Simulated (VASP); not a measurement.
The system is MgS.

```
S Mg
1.0
     0.00000    2.77529    2.77529
     2.77529    0.00000    2.77529
     2.77529    2.77529    0.00000
S Mg
1 1
Direct
  0.25000 0.25000 0.25000
  0.00000 0.00000 0.00000
```

This cell differs from its parent crystal: volume scaled by 0.94.

Base run:

- Program: VASP 6.6.1
- Functional: PBE
- Potentials or basis: VASP PAW PBE potentials, release 64 (S, Mg)
- Cutoff: 520 eV
- k mesh: 8 × 8 × 8
- Occupations: fermi-dirac, width 0.05 eV
- Spin: no spin polarisation

Its results: band gap on the k mesh 3.76 eV, direct; pressure 4.9 GPa.

Problem. After a change of settings the same cell gave: band gap on the k mesh 3.59 eV, direct; pressure 3.4 GPa. Which change was it?
A. functional from PBE to r2SCAN
B. functional from PBE to PBEsol
C. functional from PBE to r2SCAN; further incar settings from ALGO = Normal; EDIFF = 1e-06; NBANDS = 11 to ALGO = Normal; EDIFF = 1e-07; NBANDS = 11
D. functional from PBE to LDA; potentials or basis from VASP PAW PBE potentials, release 64 (S, Mg) to VASP PAW LDA potentials, release 64 (S, Mg)

Solution. B.

PBEsol binds more tightly than PBE, so the same cell stands under less pressure.

Caveats: the PAW data sets were made with another functional, which shifts forces and pressure a little (some runs).
